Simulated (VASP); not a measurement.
# Ti4C in VASP: relaxation of the atoms with PBE

Aim: the relaxation of the atoms of Ti4C with PBE.

Everything below comes from runs of VASP 6.6.1. Logs are shortened: lines on timing, memory, paths and dates and some standing lists are left out, and cuts for length are marked.

### 1 The cell of the first run

The cell holds a slab with vacuum, 5 atoms: a = 3.256 Å, b = 3.256 Å, c = 20.180 Å, α = 90.00°, β = 90.00°, γ = 90.00°.

### 2 Relaxation of the atoms, PBE

File INCAR:

```
PREC = Accurate
ENCUT = 520
EDIFF = 1E-6
ISMEAR = 0
SIGMA = 0.1
LREAL = False
LASPH = True
NELM = 80
ALGO = Fast
ISIF = 2
LWAVE = False
LCHARG = False
LDIPOL = True
IDIPOL = 3
DIPOL = 0.5 0.5 0.357
GGA = PE
IBRION = 2
NSW = 36
EDIFFG = -0.025
```

File KPOINTS:

```
regular mesh
0
Gamma
  8 8 1
```

File POSCAR:

```
Ti4C
1.0
    3.2555055347      0.0000000000      0.0000000000
    0.0000000000      3.2555055347      0.0000000000
    0.0000000000      0.0000000000     20.1798089631
Ti C
4 1
Selective dynamics
Direct
    0.5000000000      0.5000000000      0.1982179320  F F F
    0.0000000000      0.0000000000      0.2788803788  F F F
    0.5000000000      0.5000000000      0.3551905195  F F F
    0.0000000000      0.0000000000      0.4301234456  F F F
    0.0000000000      0.1250000000      0.5231953597  F F T
```

Potentials or basis: VASP PAW PBE potentials, release 64 (Ti_sv, C).

Started as:

```sh
$ cat potpaw_PBE.64/Ti_sv/POTCAR potpaw_PBE.64/C/POTCAR > POTCAR
$ mpirun -np 1 vasp_std > vasp.out
```

OUTCAR:

```text
PREC = Accurate
   ENCUT = 520
   EDIFF = 1E-6
   ISMEAR = 0
   LREAL = False
   LASPH = True
   NELM = 80
   ISIF = 2
   GGA = PE
   IBRION = 2
   NSW = 36
   EDIFFG = -0.025

 ion  position               nearest neighbor table
   1  0.500  0.500  0.198-   2 2.82   2 2.82   2 2.82   2 2.82
   2  0.000  0.000  0.279-   3 2.77   3 2.77   3 2.77   3 2.77   1 2.82   1 2.82   1 2.82   1 2.82

   3  0.500  0.500  0.355-   4 2.75   4 2.75   4 2.75   4 2.75   2 2.77   2 2.77   2 2.77   2 2.77

   4  0.000  0.000  0.430-   5 1.92   3 2.75   3 2.75   3 2.75   3 2.75
   5  0.000  0.125  0.523-   4 1.92

  LATTYP: Found a simple tetragonal cell.
 ALAT       =     3.2555055347
 C/A-ratio  =     6.1986713732

  Lattice vectors:

 A1 = (   3.2555055347,   0.0000000000,   0.0000000000)
 A2 = (   0.0000000000,   3.2555055347,   0.0000000000)
 A3 = (   0.0000000000,   0.0000000000,  20.1798089631)

Analysis of symmetry for initial positions (statically):
=====================================================================
 Subroutine PRICEL returns:
 Original cell was already a primitive cell.

 Routine SETGRP: Setting up the symmetry group for a
 simple tetragonal supercell.

 Subroutine GETGRP returns: Found  2 space group operations
 (whereof  2 operations were pure point group operations)
 out of a pool of 16 trial point group operations.

The static configuration has the point symmetry C_1h.

Analysis of symmetry for dynamics (positions and initial velocities):
=====================================================================
 Subroutine PRICEL returns:
 Original cell was already a primitive cell.

 Routine SETGRP: Setting up the symmetry group for a
 simple tetragonal supercell.

 Subroutine GETGRP returns: Found  2 space group operations
 (whereof  2 operations were pure point group operations)
 out of a pool of 16 trial point group operations.

The dynamic configuration has the point symmetry C_1h.

Analysis of constrained symmetry for selective dynamics:
=====================================================================
 Subroutine PRICEL returns:
 Original cell was already a primitive cell.

 Routine SETGRP: Setting up the symmetry group for a
 simple tetragonal supercell.

 Subroutine GETGRP returns: Found  2 space group operations
 (whereof  2 operations were pure point group operations)
 out of a pool of 16 trial point group operations.

The constrained configuration has the point symmetry C_1h.

 Subroutine INISYM returns: Found  2 space group operations
 (whereof  2 operations are pure point group operations),
 and found     1 'primitive' translations

----------------------------------------------------------------------------------------

                                     Primitive cell

  volume of cell :     213.8720

  direct lattice vectors                    reciprocal lattice vectors
     3.255505535  0.000000000  0.000000000     0.307171955  0.000000000  0.000000000
     0.000000000  3.255505535  0.000000000     0.000000000  0.307171955  0.000000000
     0.000000000  0.000000000 20.179808963     0.000000000  0.000000000  0.049554483

  length of vectors
     3.255505535  3.255505535 20.179808963     0.307171955  0.307171955  0.049554483

  position of ions in fractional coordinates (direct lattice)
     0.500000000  0.500000000  0.198217932
     0.000000000  0.000000000  0.278880379
     0.500000000  0.500000000  0.355190519
     0.000000000  0.000000000  0.430123446
     0.000000000  0.125000000  0.523195360

  ion indices of the primitive-cell ions
   primitive index   ion index
                 1           1
                 2           2
                 3           3
                 4           4
                 5           5

----------------------------------------------------------------------------------------

 KPOINTS: regular mesh

Automatic generation of k-mesh.
 Grid dimensions read from file:
 generate k-points for:    8    8    1

 Generating k-lattice:

  Cartesian coordinates                     Fractional coordinates (reciprocal lattice)
     0.038396494  0.000000000  0.000000000     0.125000000  0.000000000  0.000000000
     0.000000000  0.038396494  0.000000000     0.000000000  0.125000000  0.000000000
     0.000000000  0.000000000  0.049554483     0.000000000  0.000000000  1.000000000

  Length of vectors
     0.038396494  0.038396494  0.049554483

  Shift w.r.t. Gamma in fractional coordinates (k-lattice)
     0.000000000  0.000000000  0.000000000

 Subroutine IBZKPT returns following result:
 ===========================================

 Found     25 irreducible k-points:

 Following reciprocal coordinates:
            Coordinates               Weight
  0.000000  0.000000  0.000000      1.000000
  0.125000  0.000000  0.000000      2.000000
  0.000000  0.125000  0.000000      2.000000
  0.250000  0.000000  0.000000      2.000000
  0.000000  0.250000  0.000000      2.000000
  0.375000  0.000000  0.000000      2.000000
[... 16 lines left out ...]
  0.500000  0.375000  0.000000      2.000000
 -0.375000  0.500000  0.000000      2.000000
   k-points           NKPTS =     25   k-points in BZ     NKDIM =     25   number of bands    NBANDS=     31
   number of dos      NEDOS =    301   number of ions     NIONS =      5
   total plane-waves  NPLWV =  86400
   dimension x,y,z NGX =    24 NGY =   24 NGZ =  150
   dimension x,y,z NGXF=    48 NGYF=   48 NGZF=  300
   ions per type =               4   1
   NGX,Y,Z   is equivalent  to a cutoff of  12.26, 12.26, 12.36 a.u.
   NGXF,Y,Z  is equivalent  to a cutoff of  24.51, 24.51, 24.71 a.u.
 SYSTEM =  unknown system
   PREC   = accura    normal or accurate (medium, high low for compatibility)
   ISTART =      0    job   : 0-new  1-cont  2-samecut
   ICHARG =      2    charge: 1-file 2-atom 10-const
   ISPIN  =      1    spin polarized calculation?
   LNONCOLLINEAR =      F non collinear calculations
   LSORBIT =      F    spin-orbit coupling
   LASPH  =      T    aspherical Exc in radial PAW
   ENCUT  =  520.0 eV  38.22 Ry    6.18 a.u.   6.05  6.05 37.52*2*pi/ulx,y,z
   NELM   =     80;   NELMIN=  2; NELMDL= -5     # of ELM steps
   EDIFF  = 0.1E-05   stopping-criterion for ELM
   LREAL  =      F    real-space projection
   EDIFFG = -.3E-01   stopping-criterion for IOM
   NSW    =     36    number of steps for IOM
   IBRION =      2    ionic relax: 0-MD 1-quasi-New 2-CG
   NFREE  =      1    steps in history (QN), initial steepest desc. (CG)
   ISIF   =      2    stress and relaxation
   ISYM   =      2    0-nonsym 1-usesym 2-fastsym
   POTIM  = 0.5000    time-step for ionic-motion
   TEBEG  =    0.0;   TEEND  =   0.0 temperature during run
   PSTRESS=    0.0 pullay stress
   NELECT =      52.0000    total number of electrons
   NUPDOWN=      -1.0000    fix difference up-down
   EMIN   =  10.00;   EMAX   =-10.00  energy-range for DOS
   EFERMI =   0.00;   METHOD = LEGACY
   ISMEAR =     0;   SIGMA  =   0.10  broadening in eV -4-tet -1-fermi 0-gaus
   EFERMI_NEDOS =   21; number of points for ismear=-14 and -15
   IALGO  =     68    algorithm
   IMIX   =      4    mixing-type and parameters
     AMIX     =   0.40;   BMIX     =  1.00
     AMIX_MAG =   1.60;   BMIX_MAG =  1.00
  volume/ion in A,a.u.               =      42.77       288.66
  Fermi-wavevector in a.u.,A,eV,Ry     =   1.021781  1.930887 14.204987  1.044037
  Thomas-Fermi vector in A             =   2.155425
   LORBIT       =      0    0 simple, 1 ext, 2 COOP (PROOUT), +10 PAW based schemes
   GGA     = PE    functional components
   LHFCALC =     F    Hartree Fock is set to
   AEXX    =    0.0000 exact exchange contribution
   IVDW    =     0    specifies the selected vdW correction
   LEPSILON=     F    determine dielectric tensor
   LRPA    =     F    only Hartree local field effects (RPA)
 conjugate gradient relaxation of ions
 non-spin polarized calculation
 RMM-DIIS sequential band-by-band and
 Gauss-broadening in eV      SIGMA  =   0.10
  energy-cutoff  :      520.00
  volume of cell :      213.87
 maximum number of plane-waves:      5810
   NGX = 13   NGY = 13   NGZ = 75

--------------------------------------- Ionic step        1  -------------------------------------------

 number of electron      52.0000024 magnetization

 Free energy of the ion-electron system (eV)
  ---------------------------------------------------
  ext. energy  EPLUGINS =         0.00000000
  ---------------------------------------------------
  free energy    TOTEN  =       -33.25499413 eV

  energy without entropy =      -33.20802971  energy(sigma->0) =      -33.23151192

------------------------ aborting loop EDIFF was not reached (unconverged)  ----------------------------

  FORCE on cell =-STRESS in cart. coord.  units (eV):
  Direction    XX          YY          ZZ          XY          YZ          ZX
  --------------------------------------------------------------------------------------
  -------------------------------------------------------------------------------------
  Total       -2.5146975     -2.8235992     -1.5108801      0.0000000      0.9539457      0.0000000
  in kB      -18.8383305    -21.1524030    -11.3184421      0.0000000      7.1462850      0.0000000
  external PRESSURE =     -17.1030585 kB  Pullay stress =       0.0000000 kB
[... 143 lines left out ...]
--------------------------------------- Ionic step        5  -------------------------------------------

 number of electron      52.0000024 magnetization

 dipolmoment           0.000000      0.000000      0.215203 electrons x Angstroem

 Free energy of the ion-electron system (eV)
  ---------------------------------------------------
  ext. energy  EPLUGINS =         0.00000000
  ---------------------------------------------------
  free energy    TOTEN  =       -33.27185607 eV

  energy without entropy =      -33.22401767  energy(sigma->0) =      -33.24793687

 E-fermi :  -0.4223     XC(G=0):  -5.2484

 val. band max:       -0.4302807354   @ k =   0.3750   0.3750   0.0000
 cond. band min:      -0.3985573651   @ k =  -0.2500   0.3750   0.0000
 fundamental gap:      0.0317233703
 Fermi energy:        -0.4222658347

 k-point     1 :       0.0000    0.0000    0.0000
  band No.  band energies     occupation
      1     -57.5212      2.00000
      2     -56.8195      2.00000
      3     -56.6798      2.00000
      4     -56.4731      2.00000
      5     -33.8654      2.00000
      6     -33.6764      2.00000
[... 805 lines left out ...]
     30       0.1664      0.00000
     31       0.8958      0.00000

 [... further k-points ...]

------------------------ aborting loop because EDIFF is reached ----------------------------------------

 vacuum level on the upper side and lower side of the slab       (xc-potential included)         1.781        -1.969

  FORCE on cell =-STRESS in cart. coord.  units (eV):
  Direction    XX          YY          ZZ          XY          YZ          ZX
  --------------------------------------------------------------------------------------
  -------------------------------------------------------------------------------------
  Total       -2.3802232     -2.5173159     -0.3318795      0.0000000      1.2843962      0.0000000
  in kB      -17.8309440    -18.8579456     -2.4862055      0.0000000      9.6217851      0.0000000
  external PRESSURE =     -13.0583650 kB  Pullay stress =       0.0000000 kB
[... 20 lines left out ...]
  FREE ENERGIE OF THE ION-ELECTRON SYSTEM (eV)
  ---------------------------------------------------
  free  energy   TOTEN  =       -33.2718560748 eV

  energy  without entropy=      -33.2240176704  energy(sigma->0) =      -33.24793687

 reached required accuracy - stopping structural energy minimisation

 vacuum level on the upper side and lower side of the slab         6.508         2.679
```

Wall time 35 min (1 thread of Oxide Virtual Turin-like, shared host); peak memory 0.34 GiB.

What came out:

```yaml
Free_energy: -33.2719 eV
Energy_gained_by_relaxing: 3.4 meV/atom
Ionic_steps: 5
Band_gap_on_the_k_mesh: zero (bands 26 and 27 overlap by 0.86 eV)
```

The path:
| step | energy change (eV) | largest force on free atoms (eV/Å) | pressure (GPa) |
| --- | --- | --- | --- |
| 1 | 0.0000 | 0.5711 | -1.71 |
| 2 | -0.0131 | 0.2889 | -1.49 |
| 3 | -0.0158 | 0.1584 | -1.41 |
| 4 | -0.0163 | 0.1205 | -1.23 |
| 5 | -0.0169 | 0.0036 | -1.31 |

Final structure:
```
Ti C
1.0
     3.25551    0.00000    0.00000
     0.00000    3.25551    0.00000
     0.00000    0.00000   20.17981
Ti C
4 1
Direct
  0.50000 0.50000 0.19822
  0.00000 0.00000 0.27888
  0.50000 0.50000 0.35519
  0.00000 0.00000 0.43012
  0.00000 0.12500 0.52059
```

The gap in the log of VASP goes by the Fermi energy; the results here count the filled bands.